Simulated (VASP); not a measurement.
# MnO (Fm-3m) in VASP: single point with PBE+U

Aim: the single point of MnO with PBE+U.

Program: VASP 6.6.1. These are calculated values, not measurements. Logs are shortened: lines on timing, memory, paths and dates and some standing lists are left out, and cuts for length are marked.

### 1 The cell of the first run

It takes space group Fm-3m (No. 225, cubic). The conventional cell has a = 4.533 Å, b = 4.533 Å, c = 4.533 Å, α = 90.00°, β = 90.00°, γ = 90.00°. Within 3.0 Å of Mn (site symmetry m-3m) lie 6 O at 2.27 Å. Within 3.0 Å of O (site symmetry m-3m) lie 6 Mn at 2.27 Å.

### 2 Single point, PBE+U, collinear spin, ferromagnetic start

Contents of INCAR:

```
  PREC = Accurate
  ENCUT = 700
  EDIFF = 1E-6
  ISMEAR = 0
  SIGMA = 0.05
  LREAL = False
  LASPH = True
  NELM = 200
  ALGO = Normal
  ISIF = 2
  LWAVE = False
  LCHARG = True
  ISPIN = 2
  MAGMOM = 5 5 0 0
  LORBIT = 11
  LMAXMIX = 4
  LDAU = True
  LDAUTYPE = 2
  LDAUL = 2 -1
  LDAUU = 3.9 0
  LDAUJ = 0 0
  LDAUPRINT = 1
  GGA = PE
  LELF = True
  LVHAR = True
  NBANDS = 33
  GGA_COMPAT = False
```

Contents of KPOINTS:

```
Automatic mesh
0
Gamma
  5 5 5
```

Contents of POSCAR:

```
MnO
1.0
   -2.2664522245     -2.2664522245      4.5329044490
   -4.5329044490     -2.2664522245      2.2664522245
   -2.2664522245     -4.5329044490      2.2664522245
Mn O
2 2
Direct
    0.0000000000      0.0000000000      0.0000000000
    0.5000000000      0.5000000000      0.5000000000
    1.2500000000     -0.7500000000     -0.7500000000
    1.7500000000     -0.2500000000     -0.2500000000
```

Potentials or basis: VASP PAW PBE potentials, release 64 (Mn_sv, O).

On the command line:

```
$ cat potpaw_PBE.64/Mn_sv/POTCAR potpaw_PBE.64/O/POTCAR > POTCAR
$ mpirun -np 1 vasp_std > vasp.out
```

OUTCAR:

```text
PREC = Accurate
   ENCUT = 700
   EDIFF = 1E-6
   ISMEAR = 0
   LREAL = False
   LASPH = True
   NELM = 200
   ISIF = 2
   ISPIN = 2
   LORBIT = 11
   GGA = PE

 ion  position               nearest neighbor table
   1  0.000  0.000  0.000-   4 2.27   4 2.27   4 2.27   3 2.27   3 2.27   3 2.27
   2  0.500  0.500  0.500-   3 2.27   3 2.27   3 2.27   4 2.27   4 2.27   4 2.27
   3  0.250  0.250  0.250-   1 2.27   1 2.27   1 2.27   2 2.27   2 2.27   2 2.27
   4  0.750  0.750  0.750-   2 2.27   2 2.27   2 2.27   1 2.27   1 2.27   1 2.27

  LATTYP: Found a trigonal (rhomboedric) cell.
 ALAT       =     5.5516514764
 COS(alpha) =     0.8333333333

  Lattice vectors:

 A1 = (  -2.2664522245,  -2.2664522245,   4.5329044490)
 A2 = (  -4.5329044490,  -2.2664522245,   2.2664522245)
 A3 = (  -2.2664522245,  -4.5329044490,   2.2664522245)

Analysis of symmetry for initial positions (statically):
=====================================================================
 Subroutine PRICEL returns following result:

  LATTYP: Found a face centered cubic cell.
 ALAT       =     4.5329044490
[... 12 lines left out ...]
 Subroutine GETGRP returns: Found 12 space group operations
 (whereof 12 operations were pure point group operations)
 out of a pool of 12 trial point group operations.

The static configuration has the point symmetry D_3d.

Analysis of symmetry for dynamics (positions and initial velocities):
=====================================================================
 Subroutine PRICEL returns following result:

  LATTYP: Found a face centered cubic cell.
 ALAT       =     4.5329044490
[... 12 lines left out ...]
 Subroutine GETGRP returns: Found 12 space group operations
 (whereof 12 operations were pure point group operations)
 out of a pool of 12 trial point group operations.

The dynamic configuration has the point symmetry D_3d.

Analysis of structural, dynamic, and magnetic symmetry:
=====================================================================
 Subroutine PRICEL returns following result:

  LATTYP: Found a face centered cubic cell.
 ALAT       =     4.5329044490
[... 12 lines left out ...]
 Subroutine GETGRP returns: Found 12 space group operations
 (whereof 12 operations were pure point group operations)
 out of a pool of 12 trial point group operations.

The overall configuration has the point symmetry D_3d.

 Subroutine INISYM returns: Found 12 space group operations
 (whereof 12 operations are pure point group operations),
 and found     2 'primitive' translations

----------------------------------------------------------------------------------------

                                     Primitive cell

  volume of cell :      23.2846

  direct lattice vectors                    reciprocal lattice vectors
     2.266452224 -2.266452225  0.000000000     0.220609106 -0.220609106  0.220609106
    -0.000000000 -2.266452224 -2.266452225    -0.220609106 -0.220609106 -0.220609106
     2.266452224  0.000000000 -2.266452225     0.220609106  0.220609106 -0.220609106

  length of vectors
     3.205247474  3.205247474  3.205247474     0.382106181  0.382106181  0.382106181

  position of ions in fractional coordinates (direct lattice)
     0.000000000  0.000000000  0.000000000
     0.500000000  0.500000000  0.500000000

  ion indices of the primitive-cell ions
   primitive index   ion index
                 1           1
                 2           3

----------------------------------------------------------------------------------------

 KPOINTS: Automatic mesh

Automatic generation of k-mesh.
 Grid dimensions read from file:
 generate k-points for:    5    5    5

 Generating k-lattice:

[... 80 lines left out ...]
 LDA+U is selected, type is set to LDAUTYPE =  2
   angular momentum for each species LDAUL =     2   -1
   U (eV)           for each species LDAUU =   3.9  0.0
   J (eV)           for each species LDAUJ =   0.0  0.0
   GGA     = PE    functional components
   LHFCALC =     F    Hartree Fock is set to
   AEXX    =    0.0000 exact exchange contribution
   IVDW    =     0    specifies the selected vdW correction
   LEPSILON=     F    determine dielectric tensor
   LRPA    =     F    only Hartree local field effects (RPA)
 spin polarized calculation
 Gauss-broadening in eV      SIGMA  =   0.05
  energy-cutoff  :      700.00
  volume of cell :       46.57
 maximum number of plane-waves:      1972
   NGX = 23   NGY = 23   NGZ = 23

 number of electron      42.0000004 magnetization      10.0000021

atom =   1  type =  1  l = 2

 onsite density matrix

spin component  1

  0.9125 -0.0000 -0.0000 -0.0000  0.0000
 -0.0000  0.9125 -0.0000  0.0000  0.0000
 -0.0000 -0.0000  0.9420 -0.0000 -0.0000
 -0.0000  0.0000 -0.0000  0.9125 -0.0000
  0.0000  0.0000 -0.0000 -0.0000  0.9420

spin component  2

  0.0127  0.0000  0.0000  0.0000 -0.0000
  0.0000  0.0127  0.0000 -0.0000 -0.0000
  0.0000  0.0000  0.0486  0.0000 -0.0000
  0.0000 -0.0000  0.0000  0.0127  0.0000
 -0.0000 -0.0000 -0.0000  0.0000  0.0486

 occupancies and eigenvectors

  o =  0.0127  v =  0.0000  0.0000  0.0000  0.0000  0.0000  0.5774 -0.5774  0.0000 -0.5774 -0.0000      0.0000  0.0000  0.0000  0.0000  0.0000  0.0000  0.0000  0.0000  0.0000  0.0000
  o =  0.0127  v =  0.0000  0.0000  0.0000  0.0000  0.0000 -0.4546 -0.8147  0.0003  0.3601 -0.0005      0.0000  0.0000  0.0000  0.0000  0.0000  0.0000  0.0000  0.0000  0.0000  0.0000
  o =  0.0127  v =  0.0000  0.0000  0.0000  0.0000  0.0000 -0.6782  0.0546  0.0005 -0.7328  0.0003      0.0000  0.0000  0.0000  0.0000  0.0000  0.0000  0.0000  0.0000  0.0000  0.0000
  o =  0.0486  v =  0.0000  0.0000  0.0000  0.0000  0.0000 -0.0000  0.0004 -0.0422 -0.0004 -0.9991      0.0000  0.0000  0.0000  0.0000  0.0000  0.0000  0.0000  0.0000  0.0000  0.0000
  o =  0.0486  v =  0.0000  0.0000  0.0000  0.0000  0.0000  0.0005  0.0002  0.9991  0.0002 -0.0422      0.0000  0.0000  0.0000  0.0000  0.0000  0.0000  0.0000  0.0000  0.0000  0.0000
  o =  0.9125  v =  0.8070  0.5112  0.0006  0.2958 -0.0001  0.0000  0.0000  0.0000  0.0000  0.0000      0.0000  0.0000  0.0000  0.0000  0.0000  0.0000  0.0000  0.0000  0.0000  0.0000
  o =  0.9125  v = -0.1244  0.6367 -0.0001 -0.7610 -0.0006  0.0000  0.0000  0.0000  0.0000  0.0000      0.0000  0.0000  0.0000  0.0000  0.0000  0.0000  0.0000  0.0000  0.0000  0.0000
  o =  0.9125  v =  0.5774 -0.5774 -0.0000 -0.5774 -0.0000  0.0000  0.0000  0.0000  0.0000  0.0000      0.0000  0.0000  0.0000  0.0000  0.0000  0.0000  0.0000  0.0000  0.0000  0.0000
  o =  0.9420  v = -0.0005 -0.0002  0.9984 -0.0003  0.0563  0.0000  0.0000  0.0000  0.0000  0.0000      0.0000  0.0000  0.0000  0.0000  0.0000  0.0000  0.0000  0.0000  0.0000  0.0000
  o =  0.9420  v =  0.0000  0.0005 -0.0563 -0.0004  0.9984  0.0000  0.0000  0.0000  0.0000  0.0000      0.0000  0.0000  0.0000  0.0000  0.0000  0.0000  0.0000  0.0000  0.0000  0.0000

atom =   2  type =  1  l = 2

 onsite density matrix

spin component  1

  0.9125 -0.0000 -0.0000 -0.0000  0.0000
 -0.0000  0.9125 -0.0000  0.0000  0.0000
 -0.0000 -0.0000  0.9420 -0.0000 -0.0000
 -0.0000  0.0000 -0.0000  0.9125 -0.0000
  0.0000  0.0000 -0.0000 -0.0000  0.9420

spin component  2

  0.0127  0.0000  0.0000  0.0000 -0.0000
  0.0000  0.0127  0.0000 -0.0000 -0.0000
  0.0000  0.0000  0.0486  0.0000 -0.0000
  0.0000 -0.0000  0.0000  0.0127  0.0000
 -0.0000 -0.0000 -0.0000  0.0000  0.0486

 occupancies and eigenvectors

  o =  0.0127  v =  0.0000  0.0000  0.0000  0.0000  0.0000  0.5774 -0.5774 -0.0000 -0.5774 -0.0000      0.0000  0.0000  0.0000  0.0000  0.0000  0.0000  0.0000  0.0000  0.0000  0.0000
  o =  0.0127  v =  0.0000  0.0000  0.0000  0.0000  0.0000  0.7441  0.6632 -0.0005  0.0809  0.0002      0.0000  0.0000  0.0000  0.0000  0.0000  0.0000  0.0000  0.0000  0.0000  0.0000
  o =  0.0127  v =  0.0000  0.0000  0.0000  0.0000  0.0000  0.3361 -0.4763 -0.0002  0.8125 -0.0005      0.0000  0.0000  0.0000  0.0000  0.0000  0.0000  0.0000  0.0000  0.0000  0.0000
  o =  0.0486  v =  0.0000  0.0000  0.0000  0.0000  0.0000 -0.0000  0.0004 -0.0677 -0.0004 -0.9977      0.0000  0.0000  0.0000  0.0000  0.0000  0.0000  0.0000  0.0000  0.0000  0.0000
  o =  0.0486  v =  0.0000  0.0000  0.0000  0.0000  0.0000  0.0005  0.0003  0.9977  0.0002 -0.0677      0.0000  0.0000  0.0000  0.0000  0.0000  0.0000  0.0000  0.0000  0.0000  0.0000
  o =  0.9125  v = -0.8165 -0.4038 -0.0006 -0.4127 -0.0000  0.0000  0.0000  0.0000  0.0000  0.0000      0.0000  0.0000  0.0000  0.0000  0.0000  0.0000  0.0000  0.0000  0.0000  0.0000
  o =  0.9125  v = -0.0052 -0.7097 -0.0000  0.7045  0.0006  0.0000  0.0000  0.0000  0.0000  0.0000      0.0000  0.0000  0.0000  0.0000  0.0000  0.0000  0.0000  0.0000  0.0000  0.0000
  o =  0.9125  v =  0.5774 -0.5774  0.0000 -0.5774  0.0000  0.0000  0.0000  0.0000  0.0000  0.0000      0.0000  0.0000  0.0000  0.0000  0.0000  0.0000  0.0000  0.0000  0.0000  0.0000
  o =  0.9420  v = -0.0005 -0.0002  0.9937 -0.0003  0.1117  0.0000  0.0000  0.0000  0.0000  0.0000      0.0000  0.0000  0.0000  0.0000  0.0000  0.0000  0.0000  0.0000  0.0000  0.0000
  o =  0.9420  v =  0.0001  0.0005 -0.1117 -0.0004  0.9937  0.0000  0.0000  0.0000  0.0000  0.0000      0.0000  0.0000  0.0000  0.0000  0.0000  0.0000  0.0000  0.0000  0.0000  0.0000

 number of electron      42.0000004 magnetization       9.9999960

 Free energy of the ion-electron system (eV)
  ---------------------------------------------------
  ext. energy  EPLUGINS =         0.00000000
  ---------------------------------------------------
  free energy    TOTEN  =       -30.67775205 eV

  energy without entropy =      -30.67748788  energy(sigma->0) =      -30.67761997

 E-fermi :   7.7991     XC(G=0): -11.5278

 val. band max:        7.7554452024   @ k =   0.0000   0.0000   0.0000
 cond. band min:       7.8175696510   @ k =   0.0000   0.0000   0.0000
 fundamental gap:      0.0621244486
 Fermi energy:         7.7990683770

 spin component 1

 k-point     1 :       0.0000    0.0000    0.0000
  band No.  band energies     occupation
      1     -73.1842      1.00000
      2     -73.1795      1.00000
      3     -41.9764      1.00000
      4     -41.9340      1.00000
      5     -41.9340      1.00000
      6     -41.9277      1.00000
[... 673 lines left out ...]
     32      19.2735      0.00000
     33      21.6061      0.00000
 Fermi energy:         7.7990683770

 spin component 2

 k-point     1 :       0.0000    0.0000    0.0000
  band No.  band energies     occupation
      1     -68.1250      1.00000
      2     -68.1192      1.00000
      3     -37.0131      1.00000
      4     -36.9568      1.00000
      5     -36.9568      1.00000
      6     -36.9490      1.00000
[... 673 lines left out ...]
     32      21.4393      0.00000
     33      23.3158      0.00000

------------------------ aborting loop because EDIFF is reached ----------------------------------------

  FORCE on cell =-STRESS in cart. coord.  units (eV):
  Direction    XX          YY          ZZ          XY          YZ          ZX
  --------------------------------------------------------------------------------------
  -------------------------------------------------------------------------------------
  Total       -0.7538360     -0.7538360     -0.7538360     -0.0050291      0.0050291      0.0050291
  in kB      -25.9350911    -25.9350911    -25.9350911     -0.1730228      0.1730228      0.1730228
  external PRESSURE =     -25.9350911 kB  Pullay stress =       0.0000000 kB

 VOLUME and BASIS-vectors are now :
 -----------------------------------------------------------------------------
  energy-cutoff  :      700.00
  volume of cell :       46.57
      direct lattice vectors                 reciprocal lattice vectors
    -2.266452225 -2.266452225  4.532904449     0.110304553  0.110304553  0.330913660
    -4.532904449 -2.266452225  2.266452225    -0.330913660  0.110304553 -0.110304553
    -2.266452225 -4.532904449  2.266452225     0.110304553 -0.330913660 -0.110304553

 POSITION                                       TOTAL-FORCE (eV/Angst)
 -----------------------------------------------------------------------------------
      0.00000      0.00000      0.00000         0.000000      0.000000     -0.000000
     -4.53290     -4.53290      4.53290        -0.000000      0.000000      0.000000
     -2.26645     -2.26645      2.26645        -0.000000     -0.000000     -0.000000
     -6.79936     -6.79936      6.79936        -0.000000     -0.000000      0.000000
 -----------------------------------------------------------------------------------
    total drift:                                0.000000      0.000000      0.000000

  FREE ENERGIE OF THE ION-ELECTRON SYSTEM (eV)
  ---------------------------------------------------
  free  energy   TOTEN  =       -30.6777520490 eV

  energy  without entropy=      -30.6774878843  energy(sigma->0) =      -30.67761997

 total charge

# of ion       s       p       d       tot
------------------------------------------
    1        2.111   6.009   4.734  12.854
    2        2.111   6.009   4.734  12.854
    3        1.551   3.429   0.000   4.980
    4        1.551   3.429   0.000   4.980
--------------------------------------------------
tot          7.324  18.875   9.468  35.668

 magnetization (x)

# of ion       s       p       d       tot
------------------------------------------
    1        0.023   0.015   4.468   4.506
    2        0.023   0.015   4.468   4.506
    3        0.023   0.131   0.000   0.154
    4        0.023   0.131   0.000   0.154
--------------------------------------------------
tot          0.093   0.291   8.936   9.320
```

Wall time 3.5 min (1 thread of Intel Xeon Platinum 8259CL at 2.50GHz (Skylake/Cascade Lake), shared host); peak memory 0.42 GiB.

What came out:

```yaml
Free_energy: -30.6778 eV
Pressure: -2.6 GPa
Band_gap_on_the_k_mesh: 0.06 eV
Net_moment: 10.00 μB per cell
Site_moments: Mn +4.51; O +0.15 μB
Valence_electrons_inside_the_program's_atomic_spheres: Mn 12.85; O 4.98
```

Eigenvalues of the final occupation matrices:
```tsv
site	spin	trace	eigenvalues
site 1 d	1	4.62	0.91 0.91 0.91 0.94 0.94
site 1 d	2	0.14	0.01 0.01 0.01 0.05 0.05
site 2 d	1	4.62	0.91 0.91 0.91 0.94 0.94
site 2 d	2	0.14	0.01 0.01 0.01 0.05 0.05
```

Caveat: the k points lie up to 0.46 Å⁻¹ apart; the run started ferromagnetic, and an antiferromagnetic order may lie lower in energy. The state reached can hang on the start; a lower one may exist.
